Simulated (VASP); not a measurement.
# Sn2GeSe3 (I4/mmm) in VASP: single point with PBE

Aim: the single point of Sn2GeSe3 with PBE.

All numbers are computed with VASP 6.6.1; they aren't measurements. Logs are shortened: lines on timing, memory, paths and dates and some standing lists are left out, and cuts for length are marked.

## Step 1: The cell of the first run

The structure is tetragonal, space group I4/mmm (No. 139). Conventional cell: a = 4.227 Å, b = 4.227 Å, c = 17.933 Å, α = 90.00°, β = 90.00°, γ = 90.00°. Within 3.9 Å of Sn (site symmetry 4mm) lie 6 Se at 2.99 Å. Within 3.9 Å of Ge (site symmetry 4/mmm) lie 6 Se at 2.99 Å. Se (site symmetry 4/mmm) has 4 Ge at 2.99 Å and 2 Sn at 2.99 Å within 3.9 Å. Se (site symmetry 4mm) has 5 Sn at 2.99 Å and 1 Ge at 2.99 Å within 3.9 Å.

## Step 2: Single point, PBE

The input, INCAR:

```
PREC = Accurate
ENCUT = 520
EDIFF = 1E-6
ISMEAR = 0
SIGMA = 0.1
LREAL = False
LASPH = True
NELM = 60
ALGO = Normal
ISIF = 2
LWAVE = False
LCHARG = True
GGA = PE
LELF = True
LVHAR = True
NBANDS = 39
```

The input, KPOINTS:

```
regular mesh
0
Gamma
  6 6 6
```

The input, POSCAR:

```
Sn2GeSe3
1.0
   -2.1134189100      2.1134189100      8.9664770700
    2.1134189100     -2.1134189100      8.9664770700
    2.1134189100      2.1134189100     -8.9664770700
Sn Ge Se
2 1 3
Direct
    0.8333333300      0.8333333300      0.0000000000
    0.1666666700      0.1666666700      0.0000000000
    0.5000000000      0.5000000000      0.0000000000
    0.0000000000      0.0000000000      0.0000000000
    0.6666666700      0.6666666700      0.0000000000
    0.3333333300      0.3333333300      0.0000000000
```

Potentials or basis: VASP PAW PBE potentials, release 64 (Sn_d, Ge_d, Se).

Run with:

```sh
$ cat potpaw_PBE.64/Sn_d/POTCAR potpaw_PBE.64/Ge_d/POTCAR potpaw_PBE.64/Se/POTCAR > POTCAR
$ mpirun -np 1 vasp_std > vasp.out
```

OUTCAR:

```text
PREC = Accurate
   ENCUT = 520
   EDIFF = 1E-6
   ISMEAR = 0
   LREAL = False
   LASPH = True
   NELM = 60
   ISIF = 2
   GGA = PE

 ion  position               nearest neighbor table
   1  0.833  0.833  0.000-   5 2.99   6 2.99   6 2.99   6 2.99   6 2.99   4 2.99
   2  0.167  0.167  0.000-   6 2.99   5 2.99   5 2.99   5 2.99   5 2.99   4 2.99
   3  0.500  0.500  0.000-
   4  0.000  0.000  0.000-   1 2.99   2 2.99
   5  0.667  0.667  0.000-   1 2.99   2 2.99   2 2.99   2 2.99   2 2.99
   6  0.333  0.333  0.000-   2 2.99   1 2.99   1 2.99   1 2.99   1 2.99

  LATTYP: Found a body centered tetragonal cell.
 ALAT       =     4.2268378200
 C/A-ratio  =     4.2426406935

  Lattice vectors:

 A1 = (  -2.1134189100,   2.1134189100,   8.9664770700)
 A2 = (   2.1134189100,  -2.1134189100,   8.9664770700)
 A3 = (   2.1134189100,   2.1134189100,  -8.9664770700)

Analysis of symmetry for initial positions (statically):
=====================================================================
 Subroutine PRICEL returns:
 Original cell was already a primitive cell.

 Routine SETGRP: Setting up the symmetry group for a
 body centered tetragonal supercell.

 Subroutine GETGRP returns: Found 16 space group operations
 (whereof 16 operations were pure point group operations)
 out of a pool of 16 trial point group operations.

The static configuration has the point symmetry D_4h.

Analysis of symmetry for dynamics (positions and initial velocities):
=====================================================================
 Subroutine PRICEL returns:
 Original cell was already a primitive cell.

 Routine SETGRP: Setting up the symmetry group for a
 body centered tetragonal supercell.

 Subroutine GETGRP returns: Found 16 space group operations
 (whereof 16 operations were pure point group operations)
 out of a pool of 16 trial point group operations.

The dynamic configuration has the point symmetry D_4h.

 Subroutine INISYM returns: Found 16 space group operations
 (whereof 16 operations are pure point group operations),
 and found     1 'primitive' translations

----------------------------------------------------------------------------------------

                                     Primitive cell

  volume of cell :     160.1965

  direct lattice vectors                    reciprocal lattice vectors
    -2.113418910  2.113418910  8.966477070     0.000000000  0.236583480  0.055763261
     2.113418910 -2.113418910  8.966477070     0.236583480  0.000000000  0.055763261
     2.113418910  2.113418910 -8.966477070     0.236583480  0.236583480  0.000000000

  length of vectors
     9.451496708  9.451496708  9.451496708     0.243066419  0.243066419  0.334579566

  position of ions in fractional coordinates (direct lattice)
     0.833333330  0.833333330  0.000000000
     0.166666670  0.166666670  0.000000000
     0.500000000  0.500000000  0.000000000
     0.000000000  0.000000000  0.000000000
     0.666666670  0.666666670  0.000000000
     0.333333330  0.333333330  0.000000000

  ion indices of the primitive-cell ions
   primitive index   ion index
                 1           1
                 2           2
                 3           3
                 4           4
                 5           5
                 6           6

----------------------------------------------------------------------------------------

 KPOINTS: regular mesh

Automatic generation of k-mesh.
 Grid dimensions read from file:
 generate k-points for:    6    6    6

 Generating k-lattice:

  Cartesian coordinates                     Fractional coordinates (reciprocal lattice)
     0.000000000  0.039430580  0.009293877     0.166666667  0.000000000  0.000000000
     0.039430580  0.000000000  0.009293877     0.000000000  0.166666667  0.000000000
     0.039430580  0.039430580  0.000000000     0.000000000  0.000000000  0.166666667

  Length of vectors
     0.040511070  0.040511070  0.055763261

  Shift w.r.t. Gamma in fractional coordinates (k-lattice)
     0.000000000  0.000000000  0.000000000

 Subroutine IBZKPT returns following result:
 ===========================================

 Found     30 irreducible k-points:

 Following reciprocal coordinates:
            Coordinates               Weight
  0.000000  0.000000  0.000000      1.000000
  0.166667  0.000000 -0.000000      8.000000
  0.333333  0.000000 -0.000000      8.000000
  0.500000  0.000000 -0.000000      4.000000
  0.166667  0.166667  0.000000      8.000000
  0.333333  0.166667  0.000000     16.000000
[... 16 lines left out ...]
 -0.333333 -0.333333  0.166667      8.000000
 -0.166667 -0.333333  0.166667      8.000000
 [... further k-points ...]
   k-points           NKPTS =     30   k-points in BZ     NKDIM =     30   number of bands    NBANDS=     39
   number of dos      NEDOS =    301   number of ions     NIONS =      6
   total plane-waves  NPLWV = 343000
   dimension x,y,z NGX =    70 NGY =   70 NGZ =   70
   dimension x,y,z NGXF=   140 NGYF=  140 NGZF=  140
   ions per type =               2   1   3
   NGX,Y,Z   is equivalent  to a cutoff of  12.31, 12.31, 12.31 a.u.
   NGXF,Y,Z  is equivalent  to a cutoff of  24.63, 24.63, 24.63 a.u.
 SYSTEM =  unknown system
   PREC   = accura    normal or accurate (medium, high low for compatibility)
   ISTART =      0    job   : 0-new  1-cont  2-samecut
   ICHARG =      2    charge: 1-file 2-atom 10-const
   ISPIN  =      1    spin polarized calculation?
   LNONCOLLINEAR =      F non collinear calculations
   LSORBIT =      F    spin-orbit coupling
   LASPH  =      T    aspherical Exc in radial PAW
   ENCUT  =  520.0 eV  38.22 Ry    6.18 a.u.  17.57 17.57 17.57*2*pi/ulx,y,z
   NELM   =     60;   NELMIN=  2; NELMDL= -5     # of ELM steps
   EDIFF  = 0.1E-05   stopping-criterion for ELM
   LREAL  =      F    real-space projection
   EDIFFG = 0.1E-04   stopping-criterion for IOM
   NSW    =      0    number of steps for IOM
   IBRION =     -1    ionic relax: 0-MD 1-quasi-New 2-CG
   NFREE  =      0    steps in history (QN), initial steepest desc. (CG)
   ISIF   =      2    stress and relaxation
   ISYM   =      2    0-nonsym 1-usesym 2-fastsym
   POTIM  = 0.5000    time-step for ionic-motion
   TEBEG  =    0.0;   TEEND  =   0.0 temperature during run
   PSTRESS=    0.0 pullay stress
   NELECT =      60.0000    total number of electrons
   NUPDOWN=      -1.0000    fix difference up-down
   EMIN   =  10.00;   EMAX   =-10.00  energy-range for DOS
   EFERMI =   0.00;   METHOD = LEGACY
   ISMEAR =     0;   SIGMA  =   0.10  broadening in eV -4-tet -1-fermi 0-gaus
   EFERMI_NEDOS =   21; number of points for ismear=-14 and -15
   IALGO  =     38    algorithm
   IMIX   =      4    mixing-type and parameters
     AMIX     =   0.40;   BMIX     =  1.00
     AMIX_MAG =   1.60;   BMIX_MAG =  1.00
  volume/ion in A,a.u.               =      26.70       180.18
  Fermi-wavevector in a.u.,A,eV,Ry     =   1.180069  2.230008 18.946983  1.392564
  Thomas-Fermi vector in A             =   2.316369
   LORBIT       =      0    0 simple, 1 ext, 2 COOP (PROOUT), +10 PAW based schemes
   GGA     = PE    functional components
   LHFCALC =     F    Hartree Fock is set to
   AEXX    =    0.0000 exact exchange contribution
   IVDW    =     0    specifies the selected vdW correction
   LEPSILON=     F    determine dielectric tensor
   LRPA    =     F    only Hartree local field effects (RPA)
 non-spin polarized calculation
 Gauss-broadening in eV      SIGMA  =   0.10
  energy-cutoff  :      520.00
  volume of cell :      160.20
 maximum number of plane-waves:      4337
   NGX = 35   NGY = 35   NGZ = 35

 number of electron      60.0000002 magnetization

 Free energy of the ion-electron system (eV)
  ---------------------------------------------------
  ext. energy  EPLUGINS =         0.00000000
  ---------------------------------------------------
  free energy    TOTEN  =       -24.70851719 eV

  energy without entropy =      -24.70598496  energy(sigma->0) =      -24.70725108

 E-fermi :   5.1614     XC(G=0):  -9.5646

 val. band max:        5.0845485766   @ k =  -0.1667   0.3333   0.1667
 cond. band min:       5.2345327083   @ k =  -0.1667   0.3333   0.1667
 fundamental gap:      0.1499841317
 Fermi energy:         5.1614400326

 k-point     1 :       0.0000    0.0000    0.0000
  band No.  band energies     occupation
      1     -20.2795      2.00000
      2     -20.2775      2.00000
      3     -20.2759      2.00000
      4     -20.2749      2.00000
      5     -20.2749      2.00000
      6     -16.5859      2.00000
[... 31 lines left out ...]
     38       9.7504      0.00000
     39       9.7513      0.00000

 k-point     2 :       0.1667    0.0000   -0.0000
  band No.  band energies     occupation
      1     -20.2791      2.00000
      2     -20.2778      2.00000
      3     -20.2756      2.00000
      4     -20.2750      2.00000
      5     -20.2749      2.00000
      6     -16.5830      2.00000
[... 31 lines left out ...]
     38       9.0589      0.00000
     39       9.2204      0.00000

 k-point     3 :       0.3333    0.0000   -0.0000
  band No.  band energies     occupation
      1     -20.2784      2.00000
      2     -20.2784      2.00000
      3     -20.2753      2.00000
      4     -20.2749      2.00000
      5     -20.2748      2.00000
      6     -16.5778      2.00000
[... 31 lines left out ...]
     38       8.5572      0.00000
     39       9.1337      0.00000

 k-point     4 :       0.5000    0.0000   -0.0000
  band No.  band energies     occupation
      1     -20.2787      2.00000
      2     -20.2781      2.00000
      3     -20.2755      2.00000
      4     -20.2748      2.00000
      5     -20.2745      2.00000
      6     -16.5741      2.00000
[... 31 lines left out ...]
     38       8.5761      0.00000
     39       8.8598      0.00000
[... 754 lines left out ...]
     38       7.7239      0.00000
     39       9.7769      0.00000

 k-point    23 :      -0.3333   -0.3333    0.1667
  band No.  band energies     occupation
      1     -20.2786      2.00000
      2     -20.2782      2.00000
      3     -20.2754      2.00000
      4     -20.2750      2.00000
      5     -20.2750      2.00000
      6     -16.5815      2.00000
[... 31 lines left out ...]
     38       9.1616      0.00000
     39      10.1783      0.00000

 k-point    24 :      -0.1667   -0.3333    0.1667
  band No.  band energies     occupation
      1     -20.2791      2.00000
      2     -20.2778      2.00000
      3     -20.2756      2.00000
      4     -20.2750      2.00000
      5     -20.2749      2.00000
      6     -16.5836      2.00000
[... 31 lines left out ...]
     38       9.2254      0.00000
     39       9.6256      0.00000

 [... further k-points ...]

------------------------ aborting loop because EDIFF is reached ----------------------------------------

  FORCE on cell =-STRESS in cart. coord.  units (eV):
  Direction    XX          YY          ZZ          XY          YZ          ZX
  --------------------------------------------------------------------------------------
  -------------------------------------------------------------------------------------
  Total       -0.9708086     -0.9708086     -0.9758592      0.0000000      0.0000000      0.0000000
  in kB       -9.7093735     -9.7093735     -9.7598853      0.0000000      0.0000000      0.0000000
  external PRESSURE =      -9.7262108 kB  Pullay stress =       0.0000000 kB

 VOLUME and BASIS-vectors are now :
 -----------------------------------------------------------------------------
  energy-cutoff  :      520.00
  volume of cell :      160.20
      direct lattice vectors                 reciprocal lattice vectors
    -2.113418910  2.113418910  8.966477070     0.000000000  0.236583480  0.055763261
     2.113418910 -2.113418910  8.966477070     0.236583480  0.000000000  0.055763261
     2.113418910  2.113418910 -8.966477070     0.236583480  0.236583480  0.000000000

 POSITION                                       TOTAL-FORCE (eV/Angst)
 -----------------------------------------------------------------------------------
      0.00000      0.00000     14.94413        -0.000000     -0.000000      0.145758
      0.00000      0.00000      2.98883         0.000000      0.000000     -0.145758
      0.00000      0.00000      8.96648        -0.000000     -0.000000     -0.000000
      0.00000      0.00000      0.00000        -0.000000     -0.000000     -0.000000
      0.00000      0.00000     11.95530         0.000000      0.000000     -0.361801
      0.00000      0.00000      5.97765         0.000000      0.000000      0.361801
 -----------------------------------------------------------------------------------
    total drift:                                0.000000     -0.000000     -0.000000

  FREE ENERGIE OF THE ION-ELECTRON SYSTEM (eV)
  ---------------------------------------------------
  free  energy   TOTEN  =       -24.7085171949 eV

  energy  without entropy=      -24.7059849563  energy(sigma->0) =      -24.70725108
```

Wall time 12 min (1 thread of AMD EPYC 7R43 (Zen 3), shared host); peak memory 0.72 GiB.

Results:

* Free energy: -24.7085 eV
* Pressure: -1.0 GPa
* Largest force: 0.362 eV/Å
* Band gap on the k mesh: 0.15 eV

Forces in eV/Å, atoms in the order of the input:
```
Sn   0.000  0.000  0.146
Sn   0.000  0.000 -0.146
Ge   0.000  0.000  0.000
Se   0.000  0.000  0.000
Se   0.000  0.000 -0.362
Se   0.000  0.000  0.362
```

Caveat: spin-orbit coupling is left out, which moves the levels of the heavy elements. A k mesh can miss the band edges.
